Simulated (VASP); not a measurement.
# Si2Sn (P-62m) in VASP: a series of runs, part 2 of 2

VASP 6.6.1. The steps go on from the part before.

**4. Relaxation of cell and atoms, PBE**

Input file INCAR:

```
PREC = Accurate
ENCUT = 600
EDIFF = 1E-6
ISMEAR = 0
SIGMA = 0.1
LREAL = False
LASPH = True
NELM = 80
ALGO = Normal
ISIF = 3
LWAVE = False
LCHARG = False
GGA = PE
IBRION = 2
NSW = 90
EDIFFG = -0.04
```

Input file KPOINTS:

```
regular mesh
0
Gamma
  6 6 4
```

Input file POSCAR:

```
Si2Sn
1.0
    5.2446135200      0.0000000000      0.0000000000
   -2.6223067600      4.5419685400      0.0000000000
    0.0000000000      0.0000000000      4.9086043300
Si Sn
4 2
Direct
    0.0000000000      0.0000000000      0.5000000000
    0.3333333300      0.3333333300      0.0000000000
    0.0000000000      0.6666666700      0.0000000000
    0.6666666700      0.0000000000      0.0000000000
    0.6666666700      0.3333333300      0.5000000000
    0.3333333300      0.6666666700      0.5000000000
```

On the command line:

```sh
> cat potpaw_PBE.64/Si/POTCAR potpaw_PBE.64/Sn_d/POTCAR > POTCAR
> mpirun -np 1 vasp_std > vasp.out
```

It took 10 min on 1 thread of AMD EPYC 7R13 (Zen 3), shared host; peak memory 0.27 GiB.

The run converged. Its results:

```
Free energy                           : -26.4826 eV
Relaxed volume                        : 20.10 Å³/atom
Relaxed cell                          : a = 5.503 Å, b = 5.503 Å, c = 4.599 Å, α = 90.00°, β = 90.00°, γ = 120.00°
Space group after relaxing (to 0.1 Å) : P-62m (No. 189)
Energy gained by relaxing             : 122.5 meV/atom
Ionic steps                           : 21
Pressure after relaxing               : -0.1 GPa
Largest force after relaxing          : 0.016 eV/Å
Band gap on the k mesh                : zero (bands 22 and 23 overlap by 2.92 eV)
```

Forces on the atoms (eV/Å):
```
Si   0.000  0.000  0.000
Si   0.008  0.014  0.000
Si   0.008 -0.014  0.000
Si  -0.016  0.000  0.000
Sn   0.000  0.000  0.000
Sn   0.000  0.000  0.000
```

Stress tensor (GPa, compression positive):
```
 0.04  0.00  0.00
 0.00  0.04  0.00
 0.00  0.00 -0.25
```

The path:
```
step  energy change (eV)  largest force (eV/Å)  pressure (GPa)  volume (Å³)
   1              0.0000                0.4688           -0.28       116.93
   2             -0.0343                0.5031           -0.02       116.36
   3             -0.1438                0.5878            0.91       114.65
   4             -0.3460                0.4181            3.89       111.27
   5              1.1033                5.4842           20.25       104.64
   6             -0.3555                0.3586            4.29       110.92
   7             -0.3646                0.0455            5.98       109.67
   8             -0.3690                0.1506            5.25       110.19
   9             -0.3765                0.1185            5.28       110.22
  10             -0.3965                0.0108            5.39       110.32
  11             -0.4237                0.2473            5.69       110.52
  12             -0.4120                0.9651            6.79       110.92
  13             -0.4309                0.4554            5.98       110.66
  14             -0.4723                0.4419            5.48       111.33
  15             -0.5797                0.4297            4.25       113.35
  16             -0.6945                0.4833            2.26       117.41
  17             -0.7051                0.5140            1.62       118.95
  18             -0.7058                0.5236            1.39       119.56
  19             -0.7175                0.4009            1.04       119.80
  20             -0.7346                0.0645            0.09       120.51
  21             -0.7350                0.0158           -0.06       120.62
```

Final structure:
```
Si Sn
1.0
     5.50316    0.00000    0.00000
    -2.75158    4.76588    0.00000
     0.00000    0.00000    4.59913
Si Sn
4 2
Direct
  0.00000 0.00000 0.50000
  0.26063 0.26063 0.00000
  0.00000 0.73937 0.00000
  0.73937 0.00000 0.00000
  0.66667 0.33333 0.50000
  0.33333 0.66667 0.50000
```

Levels at points of the mesh, in eV from the Fermi level:
```tsv
k point	band 18	band 19	band 20	band 21	band 22	band 23	band 24	band 25	band 26
(0.00, 0.00, 0.00)	-4.04	-4.04	-0.46	0.01	0.45	0.45	0.46	0.46	1.59
(0.50, 0.00, 0.00)	-2.53	-1.82	-0.84	-0.76	-0.52	-0.43	-0.33	0.69	1.07
(0.00, 0.00, 0.50)	-3.78	-3.78	-2.37	-2.37	-2.17	-2.17	-1.91	2.68	2.74
(0.50, 0.00, 0.50)	-4.38	-0.56	0.02	0.15	0.74	0.89	1.74	1.94	2.59
```

Caveat: spin-orbit coupling is left out, which moves the levels of the heavy elements.

**5. Single point, PBE**

This run uses another cell than the first one, of 20.56 Å³/atom.

Input file INCAR:

```
SYSTEM = Si2Sn
PREC = Accurate ; ENCUT = 520
EDIFF = 1E-6 ; ISMEAR = 0
SIGMA = 0.1 ; LREAL = .False.
LASPH = .True. ; NELM = 60
ALGO = Normal ; ISIF = 2
LWAVE = .False. ; LCHARG = .False.
GGA = PE ; NBANDS = 31
```

Input file KPOINTS:

```
Automatic mesh
0
Gamma
  12 12 8
  0 0 0
```

Input file POSCAR:

```
Si2Sn
1.0
    5.6917456931      0.0000000000      0.0000000000
   -2.8458728466      4.9291963621      0.0000000000
    0.0000000000      0.0000000000      4.3963865452
Si Sn
4 2
Direct
    0.0000000000      0.0000000000      0.5000000000
    0.2523294136      0.2523294136      0.0000000000
    0.0000000000      0.7476705864      0.0000000000
    0.7476705864      0.0000000000      0.0000000000
    0.6666666667      0.3333333333      0.5000000000
    0.3333333333      0.6666666667      0.5000000000
```

On the command line:

```sh
> cat potpaw_PBE.64/Si/POTCAR potpaw_PBE.64/Sn_d/POTCAR > POTCAR
> mpirun -np 1 vasp_std > vasp.out
```

It took 3.5 min on 1 thread of AMD EPYC 7R13 (Zen 3), shared host; peak memory 0.4 GiB.

Results (log left out):

```
Free energy            : -26.4888 eV
Pressure               : -0.1 GPa
Largest force          : 0.012 eV/Å
Band gap on the k mesh : zero (bands 22 and 23 overlap by 2.80 eV)
```

Forces on the atoms (eV/Å):
```
Si   0.000  0.000  0.000
Si  -0.006 -0.010  0.000
Si  -0.006  0.010  0.000
Si   0.012  0.000  0.000
Sn   0.000  0.000  0.000
Sn   0.000  0.000  0.000
```

Levels at points of the mesh, in eV from the Fermi level:
| k point | band 18 | band 19 | band 20 | band 21 | band 22 | band 23 | band 24 | band 25 | band 26 | band 27 |
| --- | --- | --- | --- | --- | --- | --- | --- | --- | --- | --- |
| (0.00, 0.00, 0.00) | -4.08 | -4.08 | -0.04 | 0.13 | 0.52 | 0.52 | 1.02 | 1.02 | 2.21 | 2.21 |
| (0.50, 0.00, 0.00) | -2.29 | -2.00 | -1.18 | -0.45 | -0.41 | -0.25 | -0.05 | 0.74 | 1.32 | 1.48 |
| (0.00, 0.00, 0.50) | -3.86 | -3.86 | -2.20 | -2.20 | -2.09 | -2.09 | -1.94 | 3.85 | 3.98 | 5.85 |
| (0.50, 0.00, 0.50) | -4.28 | -0.96 | -0.55 | -0.22 | 0.37 | 0.48 | 1.49 | 1.72 | 2.52 | 3.24 |

Caveat: spin-orbit coupling is left out, which moves the levels of the heavy elements.

**6. The runs side by side**

```tsv
task	cell	k mesh	cutoff (eV)	gap on the mesh (eV)	pressure (GPa)	largest force (eV/Å)
single point	a = 5.245, b = 5.245, c = 4.909 Å, angles 90.0, 90.0, 120.0°, 6 atoms, atomic positions A	6 × 6 × 4	520	none	-0.3	0.47
single point	a = 5.502, b = 5.502, c = 4.586 Å, angles 90.0, 90.0, 120.0°, 6 atoms, atomic positions B	6 × 6 × 4	520	none	0.1	0.02
relaxation of cell and atoms	relaxed from a = 5.245, b = 5.245, c = 4.909 Å, angles 90.0, 90.0, 120.0°, 6 atoms, atomic positions A	6 × 6 × 4	600	none	-0.1	0.02
single point	a = 5.692, b = 5.692, c = 4.396 Å, angles 90.0, 90.0, 120.0°, 6 atoms, atomic positions C	12 × 12 × 8	520	none	-0.1	0.01
```

Alike in all rows: level PBE; potentials or basis VASP PAW PBE potentials, release 64 (Si, Sn_d); no spin polarisation; smearing gaussian 0.1 eV.

Caveats: spin-orbit coupling is left out, which moves the levels of the heavy elements.

Total energies depend on the potentials used, so only differences within one code and one set of settings carry meaning.
